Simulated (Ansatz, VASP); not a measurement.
## Two plane-wave programs on ZnAu

The input INCAR:

```
  PREC = Accurate
  ENCUT = 520
  EDIFF = 1E-6
  ISMEAR = 0
  SIGMA = 0.15
  LREAL = F
  LASPH = T
  NELM = 60
  ALGO = Fast
  ISIF = 2
  LWAVE = F
  LCHARG = T
  GGA = PS
  LELF = T
  LVHAR = T
  NBANDS = 18
```

KPOINTS

```
regular mesh
0
Gamma
  16 16 16
```

The input POSCAR:

```
ZnAu
1.0
    3.1470000000      0.0000000000      0.0000000000
    0.0000000000      3.1470000000      0.0000000000
    0.0000000000      0.0000000000      3.1470000000
Zn Au
1 1
Direct
    0.5000000000      0.5000000000      0.5000000000
   -0.0337038504      0.0337038504      0.0000000000
```

Input for Ansatz:

```yaml
crystal:
  lattice:
    - [3.147, 0.0, 0.0]
    - [0.0, 3.147, 0.0]
    - [0.0, 0.0, 3.147]
  atoms:
    - { symbol: Zn, position: [0.5, 0.5, 0.5] }
    - { symbol: Au, position: [-0.0337038504, 0.0337038504, 0.0] }
basis:
  ecutwfc: 420
kpoints:
  mp_grid: { grid: [16, 16, 16] }
hamiltonian:
  xc: pbesol
scf:
  occupations: { method: gaussian, width: 0.15 }
output:
  forces: true
  stress: true
  eigenvalues: true
```

Change from the starting cell: all Au atoms moved -0.150 Å, as atom 2 along Cartesian [1 -1 0].

Alike in both runs: task single point; functional PBEsol; k mesh 16 × 16 × 16; occupations gaussian, width 0.15 eV; no spin polarisation.

|  | VASP | Ansatz |
| --- | --- | --- |
| version | VASP 6.6.1 | Ansatz 0.2.0 |
| potentials or method | VASP PAW PBE potentials, release 64 (Zn, Au), cutoff 520 eV | scalar-relativistic, plane waves, PAW |
| valence electrons in the cell | 23 | 31 |

```csv
,VASP,Ansatz,Ansatz less VASP
gap on the k mesh at the Fermi level (eV),none,none,-
pressure (GPa),-1.1,-1.3,-0.23
"traceless stress, the component that is largest in VASP (GPa)",-1.10,-1.09,+0.013
rms of the force components (eV/Å),0.315,0.309,-0.0058
```

VASP's potentials were made for PBE, not for PBEsol. Atom by atom the forces differ by 0.006 eV/Å (rms over components). A gap of «none» marks a metal or a gap that the smearing closes. VASP's potentials hold 23 valence electrons a cell and Ansatz's 31, so a difference there can come from the potentials and not from the codes.

Neither program's run includes spin-orbit coupling.
